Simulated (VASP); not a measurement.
Set up this calculation in VASP 6.6.1, as the native input.

```
Task                   : single point
Functional             : PBEsol
Potentials or basis    : VASP PAW PBE potentials, release 64 (Ti_sv, Si)
Cutoff                 : 520 eV
k mesh                 : 16 × 22 × 22
Occupations            : gaussian, width 0.15 eV
Spin                   : no spin polarisation
Dipole correction      : no
Further INCAR settings : ALGO = Normal; EDIFF = 1e-06; NBANDS = 15
```

The structure of TiSi lies in POSCAR:

```
TiSi
1.0
    3.2241899554      0.0000000000      0.0000000000
    0.0000000000      1.5324187465      2.0659937855
    0.0000000000     -1.5324187465      2.0659937855
Ti Si
1 1
Direct
    0.0000000000      0.0507344298      0.0507344298
    0.5000000000      0.5507655702      0.5507655702
```

This cell differs from its parent crystal: strain -0.1500 x Voigt [1, 1, 0, 0, 0, 0].

One way to write it, as run:

INCAR

```
SYSTEM = TiSi
  PREC = Accurate
  ENCUT = 520
  EDIFF = 1E-6
  ISMEAR = 0
  SIGMA = 0.15
  LREAL = .FALSE.
  LASPH = .TRUE.
  NELM = 100
  ALGO = Normal
  ISIF = 2
  LWAVE = .FALSE.
  LCHARG = .TRUE.
  GGA = PS
  LELF = .TRUE.
  LVHAR = .TRUE.
  NBANDS = 15
```

KPOINTS

```
regular mesh
0
G
  16 22 22
  0 0 0
```

Potentials or basis: VASP PAW PBE potentials, release 64 (Ti_sv, Si).

Command:

```bash
$ cat potpaw_PBE.64/Ti_sv/POTCAR potpaw_PBE.64/Si/POTCAR > POTCAR
$ mpirun -np 1 vasp_std > vasp.out
```

Results of the run:

```yaml
Pressure: 103.5 GPa
Band_gap_on_the_k_mesh: zero (bands 8 and 9 overlap by 1.88 eV)
```

Caveat: the cell differs from its parent crystal (strain -0.1500 x Voigt [1, 1, 0, 0, 0, 0]); the cell stands under pressure; the PAW data sets were made with another functional, which shifts forces and pressure a little.

Wall time 2.4 min on 1 thread of Intel(R) Xeon(R) Platinum 8488C (Sapphire Rapids), with other jobs on the host, peak memory 0.45 GiB.
